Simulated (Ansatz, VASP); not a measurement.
## Two plane-wave programs on YAl2N3

File INCAR:

```
SYSTEM = YAl2N3
ALGO = Normal
EDIFF = 1E-7
ENCUT = 520
GGA = PE
ISIF = 2
ISMEAR = 0
LASPH = .True.
LCHARG = .False.
LREAL = .False.
LWAVE = .False.
NBANDS = 25
NELM = 80
PREC = Accurate
SIGMA = 0.1
```

KPOINTS

```
k-points
0
Gamma
  8 8 8
  0 0 0
```

File POSCAR:

```
YAl2N3
1.0
   -1.7166108300      1.7166108300      7.2829629500
    1.7166108300     -1.7166108300      7.2829629500
    1.7166108300      1.7166108300     -7.2829629500
Y Al N
1 2 3
Direct
    0.0000000000      0.0000000000      0.0000000000
    0.6666666700      0.6666666700      0.0000000000
    0.3333333300      0.3333333300      0.0000000000
    0.0833333300      0.5833333300      0.5000000000
    0.4166666700      0.9166666700      0.5000000000
    0.7500000000      0.2500000000      0.5000000000
```

Input for Ansatz:

```yaml
crystal:
  lattice:
    - [-1.71661083, 1.71661083, 7.28296295]
    - [1.71661083, -1.71661083, 7.28296295]
    - [1.71661083, 1.71661083, -7.28296295]
  atoms:
    - { symbol: "Y", position: [0.0, 0.0, 0.0] }
    - { symbol: Al, position: [0.66666667, 0.66666667, 0.0] }
    - { symbol: Al, position: [0.33333333, 0.33333333, 0.0] }
    - { symbol: "N", position: [0.08333333, 0.58333333, 0.5] }
    - { symbol: "N", position: [0.41666667, 0.91666667, 0.5] }
    - { symbol: "N", position: [0.75, 0.25, 0.5] }
basis:
  ecutwfc: 420
kpoints:
  mp_grid: { grid: [8, 8, 8] }
hamiltonian:
  xc: pbe
scf:
  occupations: { method: gaussian, width: 0.1 }
  lower_state_search: "off"
output:
  forces: true
  stress: true
  eigenvalues: true
```

Alike in both runs: task single point; functional PBE; k mesh 8 × 8 × 8; occupations gaussian, width 0.1 eV; no spin polarisation.

```csv
,VASP,Ansatz
version,VASP 6.6.1,Ansatz 0.2.0
potentials or method,"VASP PAW PBE potentials, release 64 (Y_sv, Al, N), cutoff 520 eV","scalar-relativistic, plane waves, PAW"
valence electrons in the cell,32,32
```

```tsv
	VASP	Ansatz	Ansatz less VASP
gap on the k mesh at the Fermi level (eV)	1.51	1.52	+0.006
least direct gap on the mesh (eV)	2.05	2.06	+0.005
pressure (GPa)	-5.4	-5.2	+0.18
traceless stress, the component that is largest in VASP (GPa)	-0.41	-0.41	-0.002
rms of the force components (eV/Å)	1.452	1.454	+0.0020
```

Atom by atom the forces differ by 0.002 eV/Å (rms over components). The functional is the same, so the differences come from potentials, cutoffs and numerics.
